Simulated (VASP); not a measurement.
# MnS (Fm-3m) in VASP: further runs, part 3 of 3

VASP 6.6.1.

**5. Relaxation of cell and atoms, PBE, collinear spin, ferromagnetic start, target pressure 2 GPa, at which the enthalpy is minimised**

This run uses another cell than the first one, of 17.67 Å³/atom.

INCAR

```
ALGO = Normal ; EDIFF = 1E-7
EDIFFG = -0.005 ; ENCUT = 600
GGA = PE ; IBRION = 2
ISIF = 3 ; ISMEAR = -1
ISPIN = 2 ; LASPH = T
LCHARG = F ; LMAXMIX = 4
LORBIT = 11 ; LREAL = F
LWAVE = F ; MAGMOM = 4 0
NELM = 150 ; NSW = 80
PREC = Accurate ; PSTRESS = 20.0
SIGMA = 0.05
```

KPOINTS

```
k-points
0
Gamma
  7 7 7
```

POSCAR

```
MnS
1.0
    0.0000000000      2.6045000000      2.6045000000
    2.6045000000      0.0000000000      2.6045000000
    2.6045000000      2.6045000000      0.0000000000
Mn S
1 1
Direct
    0.0000000000      0.0000000000      0.0000000000
    0.5000000000      0.5000000000      0.5000000000
```

Potentials or basis: VASP PAW PBE potentials, release 64 (Mn_pv, S).

Command:

```bash
> cat potpaw_PBE.64/Mn_pv/POTCAR potpaw_PBE.64/S/POTCAR > POTCAR
> mpirun -np 1 vasp_std > vasp.out
```

OUTCAR:

```text
EDIFF = 1E-7
   EDIFFG = -0.005
   ENCUT = 600
   GGA = PE
   IBRION = 2
   ISIF = 3
   ISMEAR = -1
   ISPIN = 2
   LASPH = T
   LORBIT = 11
   LREAL = F
   NELM = 150
   NSW = 80
   PREC = Accurate
   PSTRESS = 20.0

 ion  position               nearest neighbor table
   1  0.000  0.000  0.000-   2 2.60   2 2.60   2 2.60   2 2.60   2 2.60   2 2.60
   2  0.500  0.500  0.500-   1 2.60   1 2.60   1 2.60   1 2.60   1 2.60   1 2.60

  LATTYP: Found a face centered cubic cell.
 ALAT       =     5.2090000000

  Lattice vectors:

 A1 = (   0.0000000000,   2.6045000000,   2.6045000000)
 A2 = (   2.6045000000,   0.0000000000,   2.6045000000)
 A3 = (   2.6045000000,   2.6045000000,   0.0000000000)

Analysis of symmetry for initial positions (statically):
=====================================================================
 Subroutine PRICEL returns:
 Original cell was already a primitive cell.

 Routine SETGRP: Setting up the symmetry group for a
 face centered cubic supercell.

 Subroutine GETGRP returns: Found 48 space group operations
 (whereof 48 operations were pure point group operations)
 out of a pool of 48 trial point group operations.

The static configuration has the point symmetry O_h .

Analysis of symmetry for dynamics (positions and initial velocities):
=====================================================================
 Subroutine PRICEL returns:
 Original cell was already a primitive cell.

 Routine SETGRP: Setting up the symmetry group for a
 face centered cubic supercell.

 Subroutine GETGRP returns: Found 48 space group operations
 (whereof 48 operations were pure point group operations)
 out of a pool of 48 trial point group operations.

The dynamic configuration has the point symmetry O_h .

Analysis of structural, dynamic, and magnetic symmetry:
=====================================================================
 Subroutine PRICEL returns:
 Original cell was already a primitive cell.

 Routine SETGRP: Setting up the symmetry group for a
 face centered cubic supercell.

 Subroutine GETGRP returns: Found 48 space group operations
 (whereof 48 operations were pure point group operations)
 out of a pool of 48 trial point group operations.

The overall configuration has the point symmetry O_h .

 Subroutine INISYM returns: Found 48 space group operations
 (whereof 48 operations are pure point group operations),
 and found     1 'primitive' translations

----------------------------------------------------------------------------------------

                                     Primitive cell

  volume of cell :      35.3348

  direct lattice vectors                    reciprocal lattice vectors
     0.000000000  2.604500000  2.604500000    -0.191975427  0.191975427  0.191975427
     2.604500000  0.000000000  2.604500000     0.191975427 -0.191975427  0.191975427
     2.604500000  2.604500000  0.000000000     0.191975427  0.191975427 -0.191975427

  length of vectors
     3.683319223  3.683319223  3.683319223     0.332511194  0.332511194  0.332511194

  position of ions in fractional coordinates (direct lattice)
     0.000000000  0.000000000  0.000000000
[... 72 lines left out ...]
   NELM   =    150;   NELMIN=  2; NELMDL= -5     # of ELM steps
   EDIFF  = 0.1E-06   stopping-criterion for ELM
   LREAL  =      F    real-space projection
   EDIFFG = -.5E-02   stopping-criterion for IOM
   NSW    =     80    number of steps for IOM
   IBRION =      2    ionic relax: 0-MD 1-quasi-New 2-CG
   NFREE  =      1    steps in history (QN), initial steepest desc. (CG)
   ISIF   =      3    stress and relaxation
   ISYM   =      2    0-nonsym 1-usesym 2-fastsym
   POTIM  = 0.5000    time-step for ionic-motion
   TEBEG  =    0.0;   TEEND  =   0.0 temperature during run
   PSTRESS=   20.0 pullay stress
   NELECT =      19.0000    total number of electrons
   NUPDOWN=      -1.0000    fix difference up-down
   EMIN   =  10.00;   EMAX   =-10.00  energy-range for DOS
   EFERMI =   0.00;   METHOD = LEGACY
   ISMEAR =    -1;   SIGMA  =   0.05  broadening in eV -4-tet -1-fermi 0-gaus
   EFERMI_NEDOS =   21; number of points for ismear=-14 and -15
   IALGO  =     38    algorithm
   IMIX   =      4    mixing-type and parameters
     AMIX     =   0.40;   BMIX     =  1.00
     AMIX_MAG =   1.60;   BMIX_MAG =  1.00
  volume/ion in A,a.u.               =      17.67       119.23
  Fermi-wavevector in a.u.,A,eV,Ry     =   1.331246  2.515690 24.112464  1.772216
  Thomas-Fermi vector in A             =   2.460272
   LORBIT       =     11    0 simple, 1 ext, 2 COOP (PROOUT), +10 PAW based schemes
   GGA     = PE    functional components
   LHFCALC =     F    Hartree Fock is set to
   AEXX    =    0.0000 exact exchange contribution
   IVDW    =     0    specifies the selected vdW correction
   LEPSILON=     F    determine dielectric tensor
   LRPA    =     F    only Hartree local field effects (RPA)
 conjugate gradient relaxation of ions
 spin polarized calculation
  energy-cutoff  :      600.00
  volume of cell :       35.33
 maximum number of plane-waves:      1243
 NGX is ok and might be reduce to    30
   NGX = 15   NGY = 15   NGZ = 15

--------------------------------------- Ionic step        1  -------------------------------------------

 number of electron      19.0000008 magnetization       4.6928084

 Free energy of the ion-electron system (eV)
  ---------------------------------------------------
  ext. energy  EPLUGINS =         0.00000000
  ---------------------------------------------------
  free energy    TOTEN  =       -14.07735012 eV

  energy without entropy =      -14.07176101  energy(sigma->0) =      -14.07455556

------------------------ aborting loop because EDIFF is reached ----------------------------------------

  FORCE on cell =-STRESS in cart. coord.  units (eV):
  Direction    XX          YY          ZZ          XY          YZ          ZX
  --------------------------------------------------------------------------------------
  -------------------------------------------------------------------------------------
  Total       -0.7040473     -0.7040473     -0.7040473      0.0000000      0.0000000     -0.0000000
  in kB      -31.9234158    -31.9234158    -31.9234158      0.0000000      0.0000000     -0.0000000
  external PRESSURE =     -51.9234158 kB  Pullay stress =      20.0000000 kB
[... 63 lines left out ...]
--------------------------------------- Ionic step        3  -------------------------------------------

 number of electron      18.9999992 magnetization       4.5179551

 Free energy of the ion-electron system (eV)
  ---------------------------------------------------
  ext. energy  EPLUGINS =         0.00000000
  ---------------------------------------------------
  free energy    TOTEN  =       -14.09078694 eV

  energy without entropy =      -14.08184927  energy(sigma->0) =      -14.08631810

 E-fermi :   7.5578     XC(G=0): -11.0596

 val. band max:        7.5524464070   @ k =   0.2857   0.1429   0.0000
 cond. band min:       7.6602561247   @ k =   0.0000   0.0000   0.0000
 fundamental gap:      0.1078097177
 Fermi energy:         7.5577919348

 spin component 1

 k-point     1 :       0.0000    0.0000    0.0000
  band No.  band energies     occupation
      1     -43.0104      1.00000
      2     -43.0104      1.00000
      3     -43.0104      1.00000
      4      -7.5814      1.00000
      5       4.1708      1.00000
      6       4.1708      1.00000
      7       4.1708      1.00000
      8       4.2793      1.00000
      9       4.2793      1.00000
     10       5.6093      1.00000
     11       5.6093      1.00000
     12       5.6093      1.00000
     13       9.9484      0.00000
     14      16.3621      0.00000
[... 328 lines left out ...]
      1     -43.0187      1.00000
      2     -43.0181      1.00000
      3     -43.0145      1.00000
      4      -5.7843      1.00000
      5       1.5637      1.00000
      6       1.7198      1.00000
      7       2.4981      1.00000
      8       4.7584      1.00000
      9       4.8699      1.00000
     10       5.1409      1.00000
     11       5.4605      1.00000
     12       6.0184      1.00000
     13      11.6882      0.00000
     14      14.1582      0.00000
     15      15.4384      0.00000
 Fermi energy:         7.5577919348

 spin component 2

 k-point     1 :       0.0000    0.0000    0.0000
  band No.  band energies     occupation
      1     -38.6540      1.00000
      2     -38.6540      1.00000
      3     -38.6540      1.00000
      4      -7.2833      1.00000
      5       5.8247      1.00000
      6       5.8247      1.00000
      7       5.8247      1.00000
      8       7.6603      0.11412
      9       7.6603      0.11412
     10       7.6603      0.11412
     11       7.7429      0.02406
     12       7.7429      0.02406
     13      10.9133      0.00000
     14      17.4114      0.00000
[... 374 lines left out ...]
  energy  without entropy=      -14.0818492670  energy(sigma->0) =      -14.08631810

  enthalpy is  TOTEN    =       -13.6846155699 eV   P V=        0.4061713694

 reached required accuracy - stopping structural energy minimisation

 total charge

# of ion       s       p       d       tot
------------------------------------------
    1        0.230   6.189   4.968  11.387
    2        1.328   2.417   0.000   3.746
--------------------------------------------------
tot          1.558   8.607   4.968  15.133

 magnetization (x)

# of ion       s       p       d       tot
------------------------------------------
    1        0.053   0.043   4.010   4.106
    2        0.028   0.067   0.000   0.096
--------------------------------------------------
tot          0.082   0.110   4.010   4.201
```

Run time: 3.5 min. Hardware: 1 thread of Intel Xeon 8259CL, shared host; peak memory 0.2 GiB.

Results:

```yaml
Free_energy: -14.0908 eV
Relaxed_volume: 16.27 Å³/atom
Relaxed_cell: a = 3.583 Å, b = 3.583 Å, c = 3.583 Å, α = 60.00°, β = 60.00°, γ = 60.00°
Space_group_after_relaxing_to_0.1_Å: Fm-3m (No. 225)
Energy_change_on_relaxing_the_run_minimises_the_enthalpy: -6.7 meV/atom
Ionic_steps: 3
Pressure_after_relaxing: 2.0 GPa
Net_moment: 4.52 μB per cell
Site_moments: Mn +4.11; S +0.10 μB
Valence_electrons_inside_the_program's_atomic_spheres: Mn 11.39; S 3.75
```

Step by step:
```
step  energy change (eV)  largest force (eV/Å)  pressure (GPa)  volume (Å³)
   1              0.0000                0.0000           -3.19        35.33
   2             -0.0128                0.0000            2.12        32.49
   3             -0.0134                0.0000            2.03        32.54
```

Final structure:
```yaml
crystal:
  lattice:
    - [0.00000, 2.53388, 2.53388]
    - [2.53388, 0.00000, 2.53388]
    - [2.53388, 2.53388, 0.00000]
  atoms:
    - { symbol: Mn, position: [0.00000, 0.00000, 0.00000] }
    - { symbol: S, position: [0.50000, 0.50000, 0.50000] }
```

Caveat: the cell is relaxed towards a set pressure, so the run minimises the enthalpy, not the energy; a cell with one magnetic atom can't hold antiferromagnetic order, which such compounds often take; semilocal functionals often make such compounds metallic where correlation or magnetic order opens a gap, which also shifts bond lengths. With open d or f shells a metallic result of PBE can be an artefact of self-interaction; +U or a hybrid may open a gap.

**6. Relaxation of cell and atoms, PBE, collinear spin, ferromagnetic start, target pressure 5 GPa, at which the enthalpy is minimised**

This run uses another cell than the first one, of 17.67 Å³/atom.

INCAR

```
ALGO = Normal
EDIFF = 1E-6
EDIFFG = -0.005
ENCUT = 600
GGA = PE
IBRION = 2
ISIF = 3
ISMEAR = -1
ISPIN = 2
LASPH = T
LCHARG = F
LMAXMIX = 4
LORBIT = 11
LREAL = F
LWAVE = F
MAGMOM = 4 0
NELM = 150
NSW = 80
PREC = Accurate
PSTRESS = 50.0
SIGMA = 0.05
```

KPOINTS is that of step 5.

POSCAR is that of step 5.

Potentials or basis: VASP PAW PBE potentials, release 64 (Mn_pv, S).

Command:

```bash
> cat potpaw_PBE.64/Mn_pv/POTCAR potpaw_PBE.64/S/POTCAR > POTCAR
> mpirun -np 1 vasp_std > vasp.out
```

OUTCAR:

```text
EDIFF = 1E-6
   EDIFFG = -0.005
   ENCUT = 600
   GGA = PE
   IBRION = 2
   ISIF = 3
   ISMEAR = -1
   ISPIN = 2
   LASPH = T
   LORBIT = 11
   LREAL = F
   NELM = 150
   NSW = 80
   PREC = Accurate
   PSTRESS = 50.0

 ion  position               nearest neighbor table
   1  0.000  0.000  0.000-   2 2.60   2 2.60   2 2.60   2 2.60   2 2.60   2 2.60
   2  0.500  0.500  0.500-   1 2.60   1 2.60   1 2.60   1 2.60   1 2.60   1 2.60

  LATTYP: Found a face centered cubic cell.
 ALAT       =     5.2090000000

  Lattice vectors:

 A1 = (   0.0000000000,   2.6045000000,   2.6045000000)
 A2 = (   2.6045000000,   0.0000000000,   2.6045000000)
 A3 = (   2.6045000000,   2.6045000000,   0.0000000000)

Analysis of symmetry for initial positions (statically):
=====================================================================
 Subroutine PRICEL returns:
 Original cell was already a primitive cell.

 Routine SETGRP: Setting up the symmetry group for a
 face centered cubic supercell.

 Subroutine GETGRP returns: Found 48 space group operations
 (whereof 48 operations were pure point group operations)
 out of a pool of 48 trial point group operations.

The static configuration has the point symmetry O_h .

Analysis of symmetry for dynamics (positions and initial velocities):
=====================================================================
 Subroutine PRICEL returns:
 Original cell was already a primitive cell.

 Routine SETGRP: Setting up the symmetry group for a
 face centered cubic supercell.
[... 288 lines left out ...]

 val. band max:        8.2252638252   @ k =   0.4286   0.2857   0.1429
 cond. band min:       8.2399508352   @ k =   0.4286   0.2857   0.1429
 fundamental gap:      0.0146870100
 Fermi energy:         8.2378044287

 spin component 1

 k-point     1 :       0.0000    0.0000    0.0000
  band No.  band energies     occupation
      1     -42.2564      1.00000
      2     -42.2564      1.00000
      3     -42.2564      1.00000
      4      -7.3360      1.00000
      5       4.8186      1.00000
      6       4.8186      1.00000
      7       4.8186      1.00000
      8       4.9373      1.00000
      9       4.9373      1.00000
     10       6.1976      1.00000
     11       6.1976      1.00000
     12       6.1976      1.00000
     13      11.0883      0.00000
     14      17.1641      0.00000
[... 328 lines left out ...]
      1     -42.2673      1.00000
      2     -42.2666      1.00000
      3     -42.2618      1.00000
      4      -5.3699      1.00000
      5       1.9306      1.00000
      6       2.0739      1.00000
      7       2.9445      1.00000
      8       5.4667      1.00000
      9       5.6125      1.00000
     10       5.8963      1.00000
     11       6.2551      1.00000
     12       6.7684      1.00000
     13      12.6133      0.00000
     14      15.0242      0.00000
     15      16.2668      0.00000
 Fermi energy:         8.2378044287

 spin component 2

 k-point     1 :       0.0000    0.0000    0.0000
  band No.  band energies     occupation
      1     -38.0925      1.00000
      2     -38.0925      1.00000
      3     -38.0925      1.00000
      4      -7.0603      1.00000
      5       6.3911      1.00000
      6       6.3911      1.00000
      7       6.3911      1.00000
      8       8.1111      0.92652
      9       8.1111      0.92652
     10       8.1111      0.92652
     11       8.2186      0.59501
     12       8.2186      0.59501
     13      11.9672      0.00000
     14      18.1990      0.00000
[... 374 lines left out ...]
  energy  without entropy=      -14.0416521236  energy(sigma->0) =      -14.04757608

  enthalpy is  TOTEN    =       -13.0915899088 eV   P V=        0.9619101350

 reached required accuracy - stopping structural energy minimisation

 total charge

# of ion       s       p       d       tot
------------------------------------------
    1        0.241   6.208   5.006  11.454
    2        1.328   2.425   0.000   3.753
--------------------------------------------------
tot          1.569   8.632   5.006  15.207

 magnetization (x)

# of ion       s       p       d       tot
------------------------------------------
    1        0.055   0.044   3.836   3.935
    2        0.027   0.047   0.000   0.074
--------------------------------------------------
tot          0.082   0.091   3.836   4.009
```

OSZICAR:

```text
N       E                     dE             d eps       ncg     rms          rms(c)
DAV:   1     0.149886160977E+03    0.14989E+03   -0.11411E+04  1208   0.145E+03
DAV:   2    -0.813916552673E+01   -0.15803E+03   -0.15169E+03  1319   0.355E+02
[... 35 lines left out ...]
DAV:   6    -0.140535053244E+02    0.11596E-05   -0.55136E-06  1371   0.221E-02    0.172E-02
DAV:   7    -0.140535056142E+02   -0.28980E-06   -0.15508E-06  1075   0.124E-02
   3 F= -.13091590E+02 E0= -.13085666E+02  d E =-.116953E+00  mag=     4.2862
       N       E                     dE             d eps       ncg     rms          rms(c)
DAV:   1    -0.140535000956E+02    0.52287E-05   -0.28492E-07   600   0.612E-03    0.179E-03
DAV:   2    -0.140535000438E+02    0.51866E-07   -0.12065E-07   600   0.463E-03
   4 F= -.13091590E+02 E0= -.13085666E+02  d E =0.161446E-06  mag=     4.2861
```

CONTCAR:

```text
MnS
   1.00000000000000
     0.0000000000000000    2.4885614028402885    2.4885614028402885
     2.4885614028402880    0.0000000000000000    2.4885614028402885
     2.4885614028402880    2.4885614028402885    0.0000000000000000
  Mn              S
     1     1
Direct
     0.0000000000000000    1.0000000000000000    0.0000000000000000
     0.5000000000000000    0.5000000000000000    0.5000000000000000

  0.00000000E+00  0.00000000E+00  0.00000000E+00
  0.00000000E+00  0.00000000E+00  0.00000000E+00
```

It took 3.1 min on 1 thread of Intel Xeon 8259CL, shared host; peak memory 0.2 GiB.

Results:

| Quantity | Value |
| --- | --- |
| Free energy | -14.0535 eV |
| Relaxed volume | 15.41 Å³/atom |
| Relaxed cell | a = 3.519 Å, b = 3.519 Å, c = 3.519 Å, α = 60.00°, β = 60.00°, γ = 60.00° |
| Space group after relaxing (to 0.1 Å) | Fm-3m (No. 225) |
| Energy change on relaxing (the run minimises the enthalpy) | +11.9 meV/atom |
| Ionic steps | 4 |
| Pressure after relaxing | 5.0 GPa |
| Net moment | 4.29 μB per cell |
| Site moments | Mn +3.94; S +0.07 μB |
| Valence electrons inside the program's atomic spheres | Mn 11.45; S 3.75 |

Step by step:
```tsv
step	energy change (eV)	largest force (eV/Å)	pressure (GPa)	volume (Å³)
1	0.0000	0.0000	-3.20	35.33
2	0.0212	0.0000	4.83	30.91
3	0.0238	0.0000	4.94	30.82
4	0.0239	0.0000	4.98	30.82
```

Final structure:
```
CELL_PARAMETERS angstrom
0.00000 2.48856 2.48856
2.48856 0.00000 2.48856
2.48856 2.48856 0.00000
ATOMIC_POSITIONS crystal
Mn 0.00000 0.00000 0.00000
S 0.50000 0.50000 0.50000
```

Levels at points of the mesh, in eV from the Fermi level:
Spin up:
```csv
k point,band 10,band 11,band 12,band 13,band 14,band 15
"(0.00, 0.00, 0.00)",-2.04,-2.04,-2.04,2.85,8.93,8.93
```
Spin down:
```csv
k point,band 4,band 5,band 6,band 7,band 8,band 9,band 10,band 11
"(0.00, 0.00, 0.00)",-15.30,-1.85,-1.85,-1.85,-0.13,-0.13,-0.13,-0.02
```

Caveat: the cell is relaxed towards a set pressure, so the run minimises the enthalpy, not the energy; a cell with one magnetic atom can't hold antiferromagnetic order, which such compounds often take; semilocal functionals often make such compounds metallic where correlation or magnetic order opens a gap, which also shifts bond lengths.

**7. Summary**

```tsv
task	cell	cutoff (eV)	gap on the mesh (eV)	pressure (GPa)	moment (μB)
single point	a = 3.583 Å, angles 60.0°, 2 atoms	520	none	2.0	4.52
single point	a = 3.618 Å, angles 60.0°, 2 atoms	520	none	0.0	4.58
relaxation of cell and atoms	relaxed from a = 3.683 Å, angles 60.0°, 2 atoms	600	none	0.0	4.58
relaxation of cell and atoms	relaxed to 2 GPa from a = 3.683 Å, angles 60.0°, 2 atoms	600	none	2.0	4.52
relaxation of cell and atoms	relaxed to 5 GPa from a = 3.683 Å, angles 60.0°, 2 atoms	600	none	5.0	4.29
```

Alike in all rows: level PBE; potentials or basis VASP PAW PBE potentials, release 64 (Mn_pv, S); spin collinear, ferromagnetic start; k mesh 7 × 7 × 7; smearing fermi-dirac 0.05 eV.

Caveats: a cell with one magnetic atom can't hold antiferromagnetic order, which such compounds often take; semilocal functionals often make such compounds metallic where correlation or magnetic order opens a gap, which also shifts bond lengths; the cell is relaxed towards a set pressure, so the run minimises the enthalpy, not the energy (at least some runs).

Absolute energies hang on the potentials; compare differences alone.

The gap in the log of VASP goes by the Fermi energy; the results here count the filled bands.